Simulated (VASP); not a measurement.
# BP (pbe) (I-4m2) in VASP: further runs

The runs below take BP (pbe) through single point, relaxation of the atoms, with PBE.

Program: VASP 6.6.1. These are calculated values, not measurements. Logs are shortened: lines on timing, memory, paths and dates and some standing lists are left out, and cuts for length are marked.

### Step 1. The cell of the first run

Symmetry: I-4m2, No. 119, tetragonal system. Conventional cell: a = 3.248 Å, b = 3.248 Å, c = 4.529 Å, α = 90.00°, β = 90.00°, γ = 90.00°. B (site symmetry -4m2) has 4 P at 1.98 Å within 2.6 Å. P (site symmetry -4m2) has 4 B at 1.98 Å within 2.6 Å.

### Step 2. Single point, PBE

INCAR reads:

```
SYSTEM = BP
PREC = Accurate
ENCUT = 500
EDIFF = 1E-6
ISMEAR = 0
SIGMA = 0.01
LREAL = .FALSE.
LASPH = .TRUE.
NELM = 120
ALGO = Normal
ISIF = 2
LWAVE = .FALSE.
LCHARG = .FALSE.
GGA = PE
NBANDS = 11
GGA_COMPAT = .FALSE.
```

KPOINTS reads:

```
regular mesh
0
G
  8 8 8
  0 0 0
```

POSCAR reads:

```
BP
1.0
    0.0000000000      2.2969143471      2.2644037746
    2.2969143471      0.0000000000      2.2644037746
    2.2969143471      2.2969143471      0.0000000000
B P
1 1
Direct
    0.0000000000      0.0000000000      0.0000000000
    0.2500000000      0.2500000000      0.2500000000
```

Potentials or basis: VASP PAW PBE potentials, release 64 (B, P).

Command:

```bash
$ cat potpaw_PBE.64/B/POTCAR potpaw_PBE.64/P/POTCAR > POTCAR
$ mpirun -np 1 vasp_std > vasp.out
```

OUTCAR:

```text
SYSTEM = BP
   PREC = Accurate
   ENCUT = 500
   EDIFF = 1E-6
   ISMEAR = 0
   LREAL = .FALSE.
   LASPH = .TRUE.
   NELM = 120
   ISIF = 2
   GGA = PE

 ion  position               nearest neighbor table
   1  0.000  0.000  0.000-   2 1.98   2 1.98   2 1.98   2 1.98
   2  0.250  0.250  0.250-   1 1.98   1 1.98   1 1.98   1 1.98

  LATTYP: Found a body centered tetragonal cell.
 ALAT       =     3.2483274213
 C/A-ratio  =     1.3941967548

  Lattice vectors:

 A1 = (   0.0000000000,  -2.2969143471,  -2.2644037746)
 A2 = (   0.0000000000,   2.2969143471,  -2.2644037746)
 A3 = (   2.2969143471,   0.0000000000,   2.2644037746)

Analysis of symmetry for initial positions (statically):
=====================================================================
 Subroutine PRICEL returns:
 Original cell was already a primitive cell.

 Routine SETGRP: Setting up the symmetry group for a
 body centered tetragonal supercell.

 Subroutine GETGRP returns: Found  8 space group operations
 (whereof  8 operations were pure point group operations)
 out of a pool of 16 trial point group operations.

The static configuration has the point symmetry D_2d.

Analysis of symmetry for dynamics (positions and initial velocities):
=====================================================================
 Subroutine PRICEL returns:
 Original cell was already a primitive cell.

 Routine SETGRP: Setting up the symmetry group for a
 body centered tetragonal supercell.

 Subroutine GETGRP returns: Found  8 space group operations
 (whereof  8 operations were pure point group operations)
 out of a pool of 16 trial point group operations.

The dynamic configuration has the point symmetry D_2d.

 Subroutine INISYM returns: Found  8 space group operations
 (whereof  8 operations are pure point group operations),
 and found     1 'primitive' translations

----------------------------------------------------------------------------------------

                                     Primitive cell

  volume of cell :      23.8932

  direct lattice vectors                    reciprocal lattice vectors
     0.000000000  2.296914347  2.264403775    -0.217683346  0.217683346  0.220808676
     2.296914347  0.000000000  2.264403775     0.217683346 -0.217683346  0.220808676
     2.296914347  2.296914347  0.000000000     0.217683346  0.217683346 -0.220808676

  length of vectors
     3.225420898  3.225420898  3.248327421     0.378851619  0.378851619  0.378851619

  position of ions in fractional coordinates (direct lattice)
     0.000000000  0.000000000  0.000000000
     0.250000000  0.250000000  0.250000000

  ion indices of the primitive-cell ions
   primitive index   ion index
                 1           1
                 2           2

----------------------------------------------------------------------------------------

 KPOINTS: regular mesh

Automatic generation of k-mesh.
 Grid dimensions read from file:
 generate k-points for:    8    8    8

 Generating k-lattice:

  Cartesian coordinates                     Fractional coordinates (reciprocal lattice)
    -0.027210418  0.027210418  0.027601085     0.125000000 -0.000000000  0.000000000
     0.027210418 -0.027210418  0.027601085    -0.000000000  0.125000000  0.000000000
     0.027210418  0.027210418 -0.027601085     0.000000000  0.000000000  0.125000000

  Length of vectors
     0.047356452  0.047356452  0.047356452

  Shift w.r.t. Gamma in fractional coordinates (k-lattice)
     0.000000000  0.000000000  0.000000000

 Subroutine IBZKPT returns following result:
 ===========================================

 Found     59 irreducible k-points:

 Following reciprocal coordinates:
            Coordinates               Weight
  0.000000  0.000000  0.000000      1.000000
  0.125000  0.000000  0.000000      8.000000
  0.250000  0.000000  0.000000      8.000000
  0.375000  0.000000  0.000000      8.000000
  0.500000  0.000000  0.000000      4.000000
  0.125000  0.125000  0.000000      2.000000
[... 16 lines left out ...]
  0.250000  0.000000  0.125000     16.000000
  0.375000  0.000000  0.125000     16.000000
 [... further k-points ...]
   k-points           NKPTS =     59   k-points in BZ     NKDIM =     59   number of bands    NBANDS=     11
   number of dos      NEDOS =    301   number of ions     NIONS =      2
   total plane-waves  NPLWV =  13824
   dimension x,y,z NGX =    24 NGY =   24 NGZ =   24
   dimension x,y,z NGXF=    48 NGYF=   48 NGZF=   48
   ions per type =               1   1
   NGX,Y,Z   is equivalent  to a cutoff of  12.37, 12.37, 12.28 a.u.
   NGXF,Y,Z  is equivalent  to a cutoff of  24.74, 24.74, 24.57 a.u.
 SYSTEM =  BP
   PREC   = accura    normal or accurate (medium, high low for compatibility)
   ISTART =      0    job   : 0-new  1-cont  2-samecut
   ICHARG =      2    charge: 1-file 2-atom 10-const
   ISPIN  =      1    spin polarized calculation?
   LNONCOLLINEAR =      F non collinear calculations
   LSORBIT =      F    spin-orbit coupling
   LASPH  =      T    aspherical Exc in radial PAW
   ENCUT  =  500.0 eV  36.75 Ry    6.06 a.u.   5.88  5.88  5.92*2*pi/ulx,y,z
   NELM   =    120;   NELMIN=  2; NELMDL= -5     # of ELM steps
   EDIFF  = 0.1E-05   stopping-criterion for ELM
   LREAL  =      F    real-space projection
   EDIFFG = 0.1E-04   stopping-criterion for IOM
   NSW    =      0    number of steps for IOM
   IBRION =     -1    ionic relax: 0-MD 1-quasi-New 2-CG
   NFREE  =      0    steps in history (QN), initial steepest desc. (CG)
   ISIF   =      2    stress and relaxation
   ISYM   =      2    0-nonsym 1-usesym 2-fastsym
   POTIM  = 0.5000    time-step for ionic-motion
   TEBEG  =    0.0;   TEEND  =   0.0 temperature during run
   PSTRESS=    0.0 pullay stress
   NELECT =       8.0000    total number of electrons
   NUPDOWN=      -1.0000    fix difference up-down
   EMIN   =  10.00;   EMAX   =-10.00  energy-range for DOS
   EFERMI =   0.00;   METHOD = LEGACY
   ISMEAR =     0;   SIGMA  =   0.01  broadening in eV -4-tet -1-fermi 0-gaus
   EFERMI_NEDOS =   21; number of points for ismear=-14 and -15
   IALGO  =     38    algorithm
   IMIX   =      4    mixing-type and parameters
     AMIX     =   0.40;   BMIX     =  1.00
     AMIX_MAG =   1.60;   BMIX_MAG =  1.00
  volume/ion in A,a.u.               =      11.95        80.62
  Fermi-wavevector in a.u.,A,eV,Ry     =   1.136790  2.148222 17.582701  1.292292
  Thomas-Fermi vector in A             =   2.273495
   LORBIT       =      0    0 simple, 1 ext, 2 COOP (PROOUT), +10 PAW based schemes
   GGA     = PE    functional components
   LHFCALC =     F    Hartree Fock is set to
   AEXX    =    0.0000 exact exchange contribution
   IVDW    =     0    specifies the selected vdW correction
   LEPSILON=     F    determine dielectric tensor
   LRPA    =     F    only Hartree local field effects (RPA)
 non-spin polarized calculation
 Gauss-broadening in eV      SIGMA  =   0.01
  energy-cutoff  :      500.00
  volume of cell :       23.89
 maximum number of plane-waves:       622
   NGX = 11   NGY = 11   NGZ = 11

 number of electron       7.9999999 magnetization

 Free energy of the ion-electron system (eV)
  ---------------------------------------------------
  ext. energy  EPLUGINS =         0.00000000
  ---------------------------------------------------
  free energy    TOTEN  =       -12.92293073 eV

  energy without entropy =      -12.92293073  energy(sigma->0) =      -12.92293073

 E-fermi :   7.4108     XC(G=0): -10.8107

 val. band max:        7.2612490623   @ k =   0.0000   0.0000   0.0000
 cond. band min:       8.3462774042   @ k =   0.3750   0.3750   0.0000
 fundamental gap:      1.0850283419
 Fermi energy:         7.4107640693

 k-point     1 :       0.0000    0.0000    0.0000
  band No.  band energies     occupation
      1      -8.0913      2.00000
      2       7.1255      2.00000
      3       7.1255      2.00000
      4       7.2612      2.00000
      5      10.4858      0.00000
      6      10.5674      0.00000
      7      10.5674      0.00000
      8      14.2028      0.00000
      9      18.5346      0.00000
     10      19.0521      0.00000
     11      19.4140      0.00000

 k-point     2 :       0.1250    0.0000    0.0000
  band No.  band energies     occupation
      1      -7.8154      2.00000
      2       5.3380      2.00000
      3       6.6984      2.00000
      4       6.8048      2.00000
      5      10.9962      0.00000
      6      11.1409      0.00000
      7      11.1434      0.00000
      8      15.0270      0.00000
      9      18.2100      0.00000
     10      18.4774      0.00000
     11      19.3543      0.00000

 k-point     3 :       0.2500    0.0000    0.0000
  band No.  band energies     occupation
      1      -7.0070      2.00000
      2       2.3924      2.00000
      3       6.0044      2.00000
      4       6.1417      2.00000
      5      11.0480      0.00000
      6      11.8698      0.00000
      7      11.9185      0.00000
      8      16.5692      0.00000
      9      18.0412      0.00000
     10      18.1268      0.00000
     11      20.0484      0.00000

 k-point     4 :       0.3750    0.0000    0.0000
  band No.  band energies     occupation
      1      -5.7748      2.00000
      2      -0.2822      2.00000
      3       5.5194      2.00000
      4       5.6850      2.00000
      5      10.8731      0.00000
      6      11.9076      0.00000
      7      12.0427      0.00000
      8      17.2314      0.00000
      9      19.6386      0.00000
     10      19.7415      0.00000
     11      20.7854      0.00000
[... 239 lines left out ...]
 k-point    22 :       0.1250    0.0000    0.1250
  band No.  band energies     occupation
      1      -7.7265      2.00000
      2       5.9331      2.00000
      3       6.0051      2.00000
      4       6.0917      2.00000
      5       9.9713      0.00000
      6      12.0003      0.00000
      7      12.1651      0.00000
      8      14.5617      0.00000
      9      17.3126      0.00000
     10      19.6789      0.00000
     11      19.7136      0.00000

 k-point    23 :       0.2500    0.0000    0.1250
  band No.  band energies     occupation
      1      -7.0967      2.00000
      2       3.4234      2.00000
      3       5.3248      2.00000
      4       5.6377      2.00000
      5      10.2682      0.00000
      6      12.6661      0.00000
      7      13.1700      0.00000
      8      14.2002      0.00000
      9      18.1419      0.00000
     10      19.6768      0.00000
     11      20.8975      0.00000

 k-point    24 :       0.3750    0.0000    0.1250
  band No.  band energies     occupation
      1      -5.9890      2.00000
      2       0.6999      2.00000
      3       4.8276      2.00000
      4       4.9726      2.00000
      5      10.7072      0.00000
      6      12.6457      0.00000
      7      13.3417      0.00000
      8      15.0473      0.00000
      9      19.4170      0.00000
     10      20.7303      0.00000
     11      21.4179      0.00000

 [... further k-points ...]
[... 5 lines left out ...]
  --------------------------------------------------------------------------------------
  -------------------------------------------------------------------------------------
  Total       -0.5759434     -0.5759434     -0.0281808      0.0000000     -0.0000000     -0.0000000
  in kB      -38.6204118    -38.6204118     -1.8896865      0.0000000     -0.0000000     -0.0000000
  external PRESSURE =     -26.3768367 kB  Pullay stress =       0.0000000 kB

 VOLUME and BASIS-vectors are now :
 -----------------------------------------------------------------------------
  energy-cutoff  :      500.00
  volume of cell :       23.89
      direct lattice vectors                 reciprocal lattice vectors
     0.000000000  2.296914347  2.264403775    -0.217683346  0.217683346  0.220808676
     2.296914347  0.000000000  2.264403775     0.217683346 -0.217683346  0.220808676
     2.296914347  2.296914347  0.000000000     0.217683346  0.217683346 -0.220808676

 POSITION                                       TOTAL-FORCE (eV/Angst)
 -----------------------------------------------------------------------------------
      0.00000      0.00000      0.00000        -0.000000     -0.000000      0.000000
      1.14846      1.14846      1.13220         0.000000      0.000000     -0.000000
 -----------------------------------------------------------------------------------
    total drift:                                0.000000      0.000000      0.000000

  FREE ENERGIE OF THE ION-ELECTRON SYSTEM (eV)
  ---------------------------------------------------
  free  energy   TOTEN  =       -12.9229307274 eV

  energy  without entropy=      -12.9229307274  energy(sigma->0) =      -12.92293073
```

It took 11 s on 1 thread of AMD EPYC 7R13 (Zen 3), shared host; peak memory 0.11 GiB.

Results:

```
Free energy            : -12.9229 eV
Pressure               : -2.6 GPa
Band gap on the k mesh : 1.09 eV, indirect (least direct gap 3.22 eV)
```

Stress tensor (GPa, compression positive):
```
-3.86  0.00  0.00
 0.00 -3.86  0.00
 0.00  0.00 -0.19
```

Levels at points of the mesh, in eV from the valence-band top:
```
           k point  band 2  band 3  band 4  band 5  band 6  band 7
(0.00, 0.00, 0.00)   -0.14   -0.14    0.00    3.22    3.31    3.31
(0.50, 0.00, 0.00)   -8.96   -1.91   -1.73    3.53    4.54    4.70
(0.50, 0.50, 0.00)   -8.47   -4.22   -4.22    1.18    1.46   11.82
(0.50, 0.00, 0.50)   -8.60   -4.09   -4.06    1.34    1.66   11.68
```

### Step 3. Relaxation of the atoms, PBE (strained cell)

INCAR reads:

```
SYSTEM = BP
PREC     = Accurate       ! precision mode
ENCUT    = 450            ! plane-wave cutoff, eV
EDIFF    = 1E-7           ! SCF threshold, eV
ISMEAR   = 0              ! smearing method
SIGMA    = 0.02           ! smearing width, eV
LREAL    = .False.        ! projectors in reciprocal space
LASPH    = .True.         ! aspherical terms in the spheres
NELM     = 120            ! most SCF steps
ALGO     = Normal         ! electronic algorithm
ISIF     = 2              ! what is computed and relaxed
LWAVE    = .False.        ! write WAVECAR
LCHARG   = .False.        ! write CHGCAR
GGA      = PE             ! functional
IBRION   = 2              ! ionic algorithm
NSW      = 60             ! ionic steps
EDIFFG   = -0.002         ! ionic threshold
GGA_COMPAT= .False.      
NELMIN   = 4
```

KPOINTS reads:

```
Automatic mesh
0
Gamma
  8 8 8
  0 0 0
```

POSCAR reads:

```
BP
1.0
    0.0000000000      2.2969143471      2.2605275851
    2.2969143471      0.0000000000      2.2605275851
    2.2969143471      2.2969143471      0.0000000000
B P
1 1
Direct
    0.0000000000      0.0000000000      0.0000000000
    0.2500000000      0.2500000000      0.2500000000
```

Potentials or basis: VASP PAW PBE potentials, release 64 (B, P).

Command:

```bash
$ cat potpaw_PBE.64/B/POTCAR potpaw_PBE.64/P/POTCAR > POTCAR
$ mpirun -np 1 vasp_std > vasp.out
```

OUTCAR:

```text
SYSTEM = BP
   PREC = Accurate
   ENCUT = 450
   EDIFF = 1E-7
   ISMEAR = 0
   LREAL = .False.
   LASPH = .True.
   NELM = 120
   ISIF = 2
   GGA = PE
   IBRION = 2
   NSW = 60
   EDIFFG = -0.002
   NELMIN = 4

 ion  position               nearest neighbor table
   1  0.000  0.000  0.000-   2 1.98   2 1.98   2 1.98   2 1.98
   2  0.250  0.250  0.250-   1 1.98   1 1.98   1 1.98   1 1.98

  LATTYP: Found a body centered tetragonal cell.
 ALAT       =     3.2483274213
[... 448 lines left out ...]
      3       4.8372      2.00000
      4       4.9973      2.00000
      5      10.7338      0.00000
      6      12.6639      0.00000
      7      13.3751      0.00000
      8      15.0790      0.00000

 [... further k-points ...]
[... 5 lines left out ...]
  --------------------------------------------------------------------------------------
  -------------------------------------------------------------------------------------
  Total       -0.5536554     -0.5536554      0.0582732      0.0000000      0.0000000     -0.0000000
  in kB      -37.1895312    -37.1895312      3.9142604      0.0000000      0.0000000     -0.0000000
  external PRESSURE =     -23.4882674 kB  Pullay stress =       0.0000000 kB

 VOLUME and BASIS-vectors are now :
 -----------------------------------------------------------------------------
  energy-cutoff  :      450.00
  volume of cell :       23.85
      direct lattice vectors                 reciprocal lattice vectors
     0.000000000  2.296914347  2.260527585    -0.217683346  0.217683346  0.221187303
     2.296914347  0.000000000  2.260527585     0.217683346 -0.217683346  0.221187303
     2.296914347  2.296914347  0.000000000     0.217683346  0.217683346 -0.221187303

 POSITION                                       TOTAL-FORCE (eV/Angst)
 -----------------------------------------------------------------------------------
      0.00000      0.00000      0.00000         0.000000      0.000000      0.000000
      1.14846      1.14846      1.13026        -0.000000     -0.000000     -0.000000
 -----------------------------------------------------------------------------------
    total drift:                                0.000000      0.000000     -0.000000

  FREE ENERGIE OF THE ION-ELECTRON SYSTEM (eV)
  ---------------------------------------------------
  free  energy   TOTEN  =       -12.9226468839 eV

  energy  without entropy=      -12.9226468839  energy(sigma->0) =      -12.92264688

 reached required accuracy - stopping structural energy minimisation
```

Wall time 8.1 s (1 thread of AMD EPYC 7R13 (Zen 3), shared host); peak memory 0.1 GiB.

Results:

```
Free energy             : -12.9226 eV
Pressure after relaxing : -2.3 GPa
Band gap on the k mesh  : 1.06 eV, indirect (least direct gap 3.21 eV)
```

Final structure:
```
B P
1.0
     0.00000    2.29691    2.26053
     2.29691    0.00000    2.26053
     2.29691    2.29691    0.00000
B P
1 1
Direct
  0.00000 0.00000 0.00000
  0.25000 0.25000 0.25000
```

Caveat: the cell differs from its parent crystal (strained cell); the relaxation stopped at its first step, so nothing moved. A k mesh can miss the band edges.
